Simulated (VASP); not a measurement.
A run of VASP 6.6.1 is set up as follows.

File INCAR:

```
SYSTEM = Nb
PREC     = Accurate       ! precision mode
ENCUT    = 520            ! plane-wave cutoff, eV
EDIFF    = 1E-7           ! SCF threshold, eV
ISMEAR   = 0              ! smearing method
SIGMA    = 0.014          ! smearing width, eV
LREAL    = .FALSE.        ! projectors in reciprocal space
LASPH    = .TRUE.         ! aspherical terms in the spheres
NELM     = 60             ! most SCF steps
ALGO     = Normal         ! electronic algorithm
ISIF     = 2              ! what is computed and relaxed
LWAVE    = .FALSE.        ! write WAVECAR
LCHARG   = .TRUE.         ! write CHGCAR
GGA      = PE             ! functional
LELF     = .TRUE.         ! ELF
LVHAR    = .TRUE.       
NBANDS   = 12             ! bands
```

KPOINTS

```
Automatic mesh
0
G
  11 11 11
  0 0 0
```

Contents of POSCAR:

```
Nb
1.0
    0.0000000000      2.1150000000      2.1150000000
    2.1150000000      0.0000000000      2.1150000000
    2.1150000000      2.1150000000      0.0000000000
Nb
1
Direct
    0.0000000000      0.0000000000      0.0000000000
```

Potentials or basis: VASP PAW PBE potentials, release 64 (Nb_sv).

Run with:

```bash
$ cat potpaw_PBE.64/Nb_sv/POTCAR > POTCAR
$ mpirun -np 1 vasp_std > vasp.out
```

(1) Estimate the pressure.

Answers

(1) -2.3 GPa.
